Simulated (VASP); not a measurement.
**Mo: single point with PBEsol**

Mo:

```
Mo
1.0
     2.67967    0.00000    0.00000
    -1.33983    2.32066    0.00000
     0.00000    0.00000    2.50302
Mo
1
Direct
  0.00000 0.00000 0.50000
```

```
Program             : VASP 6.6.1
Task                : single point
Functional          : PBEsol
Potentials or basis : VASP PAW PBE potentials, release 64 (Mo_sv)
Cutoff              : 520 eV
k mesh              : 12 × 12 × 11
Occupations         : methfessel-paxton, width 0.15 eV
Spin                : no spin polarisation
```

| Item | Value |
| --- | --- |
| Pressure | 10.5 GPa |
| Band gap on the k mesh | zero (band 7 reaches 13.41 eV, above the bottom of band 8 at 11.38 eV) |

Stress tensor (GPa, compression positive):
```
14.86  0.00  0.00
 0.00 14.86  0.00
 0.00  0.00  1.73
```

Levels at points of the mesh, in eV from the Fermi level:
```csv
k point,band 4,band 5,band 6,band 7,band 8,band 9,band 10,band 11
"(0.00, 0.00, 0.00)",-34.10,-7.06,-4.72,-1.06,-1.06,4.45,4.45,12.98
"(0.50, 0.00, 0.00)",-33.91,-5.36,-3.37,0.97,1.16,3.71,4.79,10.93
```

Run time: 14 s on 1 thread of AMD EPYC 7R43 64-Core Processor (Zen 3) (shared host), peak memory 0.1 GiB.

Caveat: the PAW data sets were made with another functional, which shifts forces and pressure a little.
